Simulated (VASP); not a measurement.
**TaN: single point with r2SCAN**

The system is TaN.

```
Ta N
1.0
     5.19963    0.00000    0.00000
    -2.59981    4.50301    0.00000
     0.00000    0.00000    2.91036
Ta N
3 3
Direct
  0.33333 0.66667 0.50000
  0.66667 0.33333 0.50000
  0.00000 0.00000 0.00000
  0.39241 0.00000 0.00000
  0.60759 0.60759 0.00000
  0.00000 0.39241 0.00000
```

```yaml
Program: VASP 6.6.1
Task: single point
Functional: r2SCAN
Potentials_or_basis: VASP PAW PBE potentials, release 64 (Ta_pv, N)
Cutoff: 520 eV
k_mesh: 6 × 6 × 12
Occupations: gaussian, width 0.15 eV
Spin: no spin polarisation
Dipole_correction: no
Further_INCAR_settings: ALGO = Normal; EDIFF = 1e-06; NBANDS = 33
```

```json
{
  "Pressure": "1.5 GPa",
  "Largest force": "0.009 eV/Å",
  "Band gap on the k mesh": "zero (bands 24 and 25 overlap by 3.27 eV)"
}
```

Forces in eV/Å, atoms in the order of the input:
```
Ta   0.000  0.000  0.000
Ta   0.000  0.000  0.000
Ta   0.000  0.000  0.000
N    0.009  0.000  0.000
N   -0.004 -0.008  0.000
N   -0.004  0.008  0.000
```

Stress tensor (GPa, compression positive):
```
1.73 0.00 0.00
0.00 1.73 0.00
0.00 0.00 1.19
```

Levels at points of the mesh, in eV from the Fermi level:
```
           k point  band 20  band 21  band 22  band 23  band 24  band 25  band 26  band 27  band 28  band 29
(0.00, 0.00, 0.00)    -5.24    -4.55    -3.52    -1.94    -0.92    -0.92     0.78     0.78     1.95     2.12
(0.50, 0.00, 0.00)    -4.82    -4.13    -4.11    -2.93    -2.68     1.38     1.99     2.12     2.65     2.65
(0.00, 0.00, 0.50)    -4.75    -4.58    -2.96    -2.96     2.03     2.05     2.05     2.47     2.47     3.46
(0.50, 0.00, 0.50)    -4.96    -4.23    -3.34    -2.07    -0.93     0.60     1.62     3.44     3.55     3.59
```

Wall time 5.8 min on 1 thread of Intel(R) Xeon(R) Platinum 8488C (Sapphire Rapids), on a shared host, peak memory 0.25 GiB.

Caveat: the PAW data sets were made with another functional, which shifts forces and pressure a little; spin-orbit coupling is left out, which moves the levels of the heavy elements.
